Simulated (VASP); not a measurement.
# Tl (P6_3/mmc) in VASP: a series of runs

Runs on Tl. Level: PBE. Tasks: single point.

Everything below comes from runs of VASP 6.6.1. Logs are shortened: lines on timing, memory, paths and dates and some standing lists are left out, and cuts for length are marked.

## Step 1: The cell of the first run

Symmetry: P6_3/mmc, No. 194, hexagonal system. The conventional cell has a = 3.141 Å, b = 3.141 Å, c = 5.157 Å, α = 90.00°, β = 90.00°, γ = 120.00°. Tl (site symmetry -6m2) has 12 Tl at 3.14 to 3.15 Å within 4.1 Å.

## Step 2: Single point, PBE (22.04 Å³/atom)

Contents of INCAR:

```
ALGO = Normal
EDIFF = 1E-6
ENCUT = 520
GGA = PE
ISIF = 2
ISMEAR = -1
LASPH = True
LCHARG = False
LREAL = False
LWAVE = False
NBANDS = 20
NELM = 60
PREC = Accurate
SIGMA = 0.1
```

Contents of KPOINTS:

```
k-points
0
Gamma
  14 14 8
```

Contents of POSCAR:

```
Tl
1.0
    3.1414364812      0.0000000000      0.0000000000
   -1.5707182406      2.7205637971      0.0000000000
    0.0000000000      0.0000000000      5.1567527422
Tl
2
Direct
    0.3333333333      0.6666666667      0.2500000000
    0.6666666667      0.3333333333      0.7500000000
```

Potentials or basis: VASP PAW PBE potentials, release 64 (Tl_d).

Started as:

```console
> cat potpaw_PBE.64/Tl_d/POTCAR > POTCAR
> mpirun -np 1 vasp_std > vasp.out
```

OUTCAR:

```text
EDIFF = 1E-6
   ENCUT = 520
   GGA = PE
   ISIF = 2
   ISMEAR = -1
   LASPH = True
   LREAL = False
   NELM = 60
   PREC = Accurate

 ion  position               nearest neighbor table
   1  0.333  0.667  0.250-   2 3.15   2 3.15   2 3.15   2 3.15   2 3.15   2 3.15
   2  0.667  0.333  0.750-   1 3.15   1 3.15   1 3.15   1 3.15   1 3.15   1 3.15

  LATTYP: Found a hexagonal cell.
 ALAT       =     3.1414364812
 C/A-ratio  =     1.6415269807

  Lattice vectors:

 A1 = (   3.1414364812,   0.0000000000,   0.0000000000)
 A2 = (  -1.5707182406,   2.7205637971,   0.0000000000)
 A3 = (   0.0000000000,   0.0000000000,   5.1567527422)

Analysis of symmetry for initial positions (statically):
=====================================================================
 Subroutine PRICEL returns:
 Original cell was already a primitive cell.

 Routine SETGRP: Setting up the symmetry group for a
 hexagonal supercell.

 Subroutine GETGRP returns: Found 24 space group operations
 (whereof 12 operations were pure point group operations)
 out of a pool of 24 trial point group operations.

The static configuration has the point symmetry D_3d.
 The point group associated with its full space group is D_6h.

Analysis of symmetry for dynamics (positions and initial velocities):
=====================================================================
 Subroutine PRICEL returns:
 Original cell was already a primitive cell.

 Routine SETGRP: Setting up the symmetry group for a
 hexagonal supercell.

 Subroutine GETGRP returns: Found 24 space group operations
 (whereof 12 operations were pure point group operations)
 out of a pool of 24 trial point group operations.

The dynamic configuration has the point symmetry D_3d.
 The point group associated with its full space group is D_6h.

 Subroutine INISYM returns: Found 24 space group operations
 (whereof 12 operations are pure point group operations),
 and found     1 'primitive' translations

----------------------------------------------------------------------------------------

                                     Primitive cell

  volume of cell :      44.0721

  direct lattice vectors                    reciprocal lattice vectors
     3.141436481  0.000000000  0.000000000     0.318325711  0.183785435  0.000000000
    -1.570718241  2.720563797  0.000000000     0.000000000  0.367570869  0.000000000
     0.000000000  0.000000000  5.156752742     0.000000000  0.000000000  0.193920486

  length of vectors
     3.141436481  3.141436481  5.156752742     0.367570869  0.367570869  0.193920486

  position of ions in fractional coordinates (direct lattice)
     0.333333333  0.666666667  0.250000000
     0.666666667  0.333333333  0.750000000

  ion indices of the primitive-cell ions
   primitive index   ion index
                 1           1
                 2           2

----------------------------------------------------------------------------------------

 KPOINTS: k-points

Automatic generation of k-mesh.
 Grid dimensions read from file:
 generate k-points for:   14   14    8

 Generating k-lattice:

  Cartesian coordinates                     Fractional coordinates (reciprocal lattice)
     0.022737551  0.013127531  0.000000000     0.071428571  0.000000000  0.000000000
     0.000000000  0.026255062  0.000000000     0.000000000  0.071428571  0.000000000
     0.000000000  0.000000000  0.024240061     0.000000000  0.000000000  0.125000000

  Length of vectors
     0.026255062  0.026255062  0.024240061

  Shift w.r.t. Gamma in fractional coordinates (k-lattice)
     0.000000000  0.000000000  0.000000000

 Subroutine IBZKPT returns following result:
 ===========================================

 Found    120 irreducible k-points:

 Following reciprocal coordinates:
            Coordinates               Weight
  0.000000  0.000000  0.000000      1.000000
  0.071429  0.000000  0.000000      6.000000
  0.142857  0.000000  0.000000      6.000000
  0.214286  0.000000  0.000000      6.000000
  0.285714  0.000000  0.000000      6.000000
  0.357143  0.000000  0.000000      6.000000
[... 16 lines left out ...]
  0.285714  0.285714  0.000000      6.000000
  0.357143  0.285714  0.000000      6.000000
 [... further k-points ...]
   k-points           NKPTS =    120   k-points in BZ     NKDIM =    120   number of bands    NBANDS=     20
   number of dos      NEDOS =    301   number of ions     NIONS =      2
   total plane-waves  NPLWV =  23040
   dimension x,y,z NGX =    24 NGY =   24 NGZ =   40
   dimension x,y,z NGXF=    48 NGYF=   48 NGZF=   80
   ions per type =               2
   NGX,Y,Z   is equivalent  to a cutoff of  12.70, 12.70, 12.90 a.u.
   NGXF,Y,Z  is equivalent  to a cutoff of  25.40, 25.40, 25.79 a.u.
 SYSTEM =  unknown system
   PREC   = accura    normal or accurate (medium, high low for compatibility)
   ISTART =      0    job   : 0-new  1-cont  2-samecut
   ICHARG =      2    charge: 1-file 2-atom 10-const
   ISPIN  =      1    spin polarized calculation?
   LNONCOLLINEAR =      F non collinear calculations
   LSORBIT =      F    spin-orbit coupling
   LASPH  =      T    aspherical Exc in radial PAW
   ENCUT  =  520.0 eV  38.22 Ry    6.18 a.u.   5.84  5.84  9.59*2*pi/ulx,y,z
   NELM   =     60;   NELMIN=  2; NELMDL= -5     # of ELM steps
   EDIFF  = 0.1E-05   stopping-criterion for ELM
   LREAL  =      F    real-space projection
   EDIFFG = 0.1E-04   stopping-criterion for IOM
   NSW    =      0    number of steps for IOM
   IBRION =     -1    ionic relax: 0-MD 1-quasi-New 2-CG
   NFREE  =      0    steps in history (QN), initial steepest desc. (CG)
   ISIF   =      2    stress and relaxation
   ISYM   =      2    0-nonsym 1-usesym 2-fastsym
   POTIM  = 0.5000    time-step for ionic-motion
   TEBEG  =    0.0;   TEEND  =   0.0 temperature during run
   PSTRESS=    0.0 pullay stress
   NELECT =      26.0000    total number of electrons
   NUPDOWN=      -1.0000    fix difference up-down
   EMIN   =  10.00;   EMAX   =-10.00  energy-range for DOS
   EFERMI =   0.00;   METHOD = LEGACY
   ISMEAR =    -1;   SIGMA  =   0.10  broadening in eV -4-tet -1-fermi 0-gaus
   EFERMI_NEDOS =   21; number of points for ismear=-14 and -15
   IALGO  =     38    algorithm
   IMIX   =      4    mixing-type and parameters
     AMIX     =   0.40;   BMIX     =  1.00
     AMIX_MAG =   1.60;   BMIX_MAG =  1.00
  volume/ion in A,a.u.               =      22.04       148.71
  Fermi-wavevector in a.u.,A,eV,Ry     =   1.373024  2.594639 25.649632  1.885195
  Thomas-Fermi vector in A             =   2.498578
   LORBIT       =      0    0 simple, 1 ext, 2 COOP (PROOUT), +10 PAW based schemes
   GGA     = PE    functional components
   LHFCALC =     F    Hartree Fock is set to
   AEXX    =    0.0000 exact exchange contribution
   IVDW    =     0    specifies the selected vdW correction
   LEPSILON=     F    determine dielectric tensor
   LRPA    =     F    only Hartree local field effects (RPA)
 non-spin polarized calculation
  energy-cutoff  :      520.00
  volume of cell :       44.07
 maximum number of plane-waves:      1204
 NGX is ok and might be reduce to    24
   NGX = 11   NGY = 11   NGZ = 19

 number of electron      26.0000004 magnetization

 Free energy of the ion-electron system (eV)
  ---------------------------------------------------
  ext. energy  EPLUGINS =         0.00000000
  ---------------------------------------------------
  free energy    TOTEN  =        -3.47478295 eV

  energy without entropy =       -3.45188251  energy(sigma->0) =       -3.46333273

 E-fermi :   9.8955     XC(G=0): -11.5638

 val. band max:        9.8061041635   @ k =   0.1429   0.0714   0.2500
 cond. band min:       9.8979855805   @ k =   0.4286   0.0000   0.2500
 fundamental gap:      0.0918814170
 Fermi energy:         9.8954873573

 k-point     1 :       0.0000    0.0000    0.0000
  band No.  band energies     occupation
      1      -2.9617      2.00000
      2      -2.4066      2.00000
      3      -2.3711      2.00000
      4      -2.3270      2.00000
      5      -2.3270      2.00000
      6      -2.2270      2.00000
[... 12 lines left out ...]
     19      22.6149      0.00000
     20      22.6149      0.00000

 k-point     2 :       0.0714    0.0000    0.0000
  band No.  band energies     occupation
      1      -2.9177      2.00000
      2      -2.4337      2.00000
      3      -2.3058      2.00000
      4      -2.2846      2.00000
      5      -2.2730      2.00000
      6      -2.1976      2.00000
[... 12 lines left out ...]
     19      22.9742      0.00000
     20      23.1585      0.00000

 k-point     3 :       0.1429    0.0000    0.0000
  band No.  band energies     occupation
      1      -2.8236      2.00000
      2      -2.4825      2.00000
      3      -2.3209      2.00000
      4      -2.2072      2.00000
      5      -2.1640      2.00000
      6      -2.1483      2.00000
[... 12 lines left out ...]
     19      22.2504      0.00000
     20      23.1630      0.00000

 k-point     4 :       0.2143    0.0000    0.0000
  band No.  band energies     occupation
      1      -2.8046      2.00000
      2      -2.5017      2.00000
      3      -2.3309      2.00000
      4      -2.2955      2.00000
      5      -2.1732      2.00000
      6      -2.0881      2.00000
[... 12 lines left out ...]
     19      22.1979      0.00000
     20      22.6690      0.00000

 k-point     5 :       0.2857    0.0000    0.0000
  band No.  band energies     occupation
      1      -2.8838      2.00000
      2      -2.5767      2.00000
      3      -2.4737      2.00000
      4      -2.2445      2.00000
      5      -2.2202      2.00000
      6      -1.9233      2.00000
[... 12 lines left out ...]
     19      21.3791      0.00000
     20      21.5446      0.00000
[... 353 lines left out ...]
      6      -2.0330      2.00000
[... 12 lines left out ...]
     19      17.9911      0.00000
     20      24.6943      0.00000

 k-point    22 :       0.3571    0.2143    0.0000
  band No.  band energies     occupation
      1      -2.7980      2.00000
      2      -2.6966      2.00000
      3      -2.4663      2.00000
      4      -2.3295      2.00000
      5      -2.1337      2.00000
      6      -1.9848      2.00000
[... 12 lines left out ...]
     19      17.7477      0.00000
     20      24.5907      0.00000

 k-point    23 :       0.2857    0.2857    0.0000
  band No.  band energies     occupation
      1      -2.7989      2.00000
      2      -2.5088      2.00000
      3      -2.4947      2.00000
      4      -2.3168      2.00000
      5      -2.1494      2.00000
      6      -2.0469      2.00000
[... 12 lines left out ...]
     19      17.2251      0.00000
     20      26.6174      0.00000

 k-point    24 :       0.3571    0.2857    0.0000
  band No.  band energies     occupation
      1      -2.8191      2.00000
      2      -2.4992      2.00000
      3      -2.4059      2.00000
      4      -2.2819      2.00000
      5      -2.2004      2.00000
      6      -2.1242      2.00000
[... 12 lines left out ...]
     19      16.9921      0.00000
     20      26.6651      0.00000

 [... further k-points ...]

------------------------ aborting loop because EDIFF is reached ----------------------------------------

  FORCE on cell =-STRESS in cart. coord.  units (eV):
  Direction    XX          YY          ZZ          XY          YZ          ZX
  --------------------------------------------------------------------------------------
  -------------------------------------------------------------------------------------
  Total        6.7345622      6.7345622      6.7311929      0.0000000     -0.0000000      0.0000000
  in kB      244.8253837    244.8253837    244.7028993      0.0000000     -0.0000000      0.0000000
  external PRESSURE =     244.7845556 kB  Pullay stress =       0.0000000 kB

 VOLUME and BASIS-vectors are now :
 -----------------------------------------------------------------------------
  energy-cutoff  :      520.00
  volume of cell :       44.07
      direct lattice vectors                 reciprocal lattice vectors
     3.141436481  0.000000000  0.000000000     0.318325711  0.183785435  0.000000000
    -1.570718241  2.720563797  0.000000000     0.000000000  0.367570869  0.000000000
     0.000000000  0.000000000  5.156752742     0.000000000  0.000000000  0.193920486

 POSITION                                       TOTAL-FORCE (eV/Angst)
 -----------------------------------------------------------------------------------
     -0.00000      1.81371      1.28919         0.000000     -0.000000      0.000000
      1.57072      0.90685      3.86756        -0.000000      0.000000      0.000000
 -----------------------------------------------------------------------------------
    total drift:                               -0.000000      0.000000      0.000000

  FREE ENERGIE OF THE ION-ELECTRON SYSTEM (eV)
  ---------------------------------------------------
  free  energy   TOTEN  =        -3.4747829511 eV

  energy  without entropy=       -3.4518825150  energy(sigma->0) =       -3.46333273
```

It took 30 s on 1 thread of AMD EPYC 9R45 (Zen 5), shared host; peak memory 0.19 GiB.

What came out:

* Free energy: -3.4748 eV
* Pressure: 24.5 GPa
* Band gap on the k mesh: zero (bands 13 and 14 overlap by 7.48 eV)

Caveat: the cell stands under pressure; spin-orbit coupling is left out, which moves the levels of the heavy elements.

(Part 1 of 2 ends here.)

The gap in the log of VASP goes by the Fermi energy; the results here count the filled bands.